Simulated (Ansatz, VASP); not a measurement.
## In2GaP3 in VASP and in Ansatz

```xyz
6
Lattice="-2.0288 6.1000 2.8854 2.0288 -6.1000 2.8854 2.0288 6.1000 -2.8854" Properties=species:S:1:pos:R:3 pbc="T T T"
Ga    0.0000    0.0000    0.0087
P     0.0000    6.1000    1.5933
P     0.0000    1.9360    1.3613
P     2.0288    4.1640   -1.5241
In    0.0000    8.1010    0.0018
In    0.0000    4.0991    0.0018
```

Alike in both runs: task single point; functional PBE; k mesh 8 × 8 × 8; occupations fermi-dirac, width 0.02 eV; no spin polarisation.

|  | VASP | Ansatz |
| --- | --- | --- |
| version | VASP 6.6.1 | Ansatz 0.2.0 |
| potentials or method | VASP PAW PBE potentials, release 64 (Ga_d, P, In_d) | plane waves, PAW |
| plane-wave cutoff (eV) | 520 | 420 |
| valence electrons in the cell | 54 | 54 |

VASP gave:

- gap on the k mesh at the Fermi level (eV): 0.82
- pressure (GPa): 1.8
- rms of the force components (eV/Å): 0.014

Problem. Which values does Ansatz return?

Solution. gap on the k mesh at the Fermi level (eV): 0.82; pressure (GPa): 1.9; rms of the force components (eV/Å): 0.014.

The functional is the same, so the differences come from potentials, cutoffs and numerics.
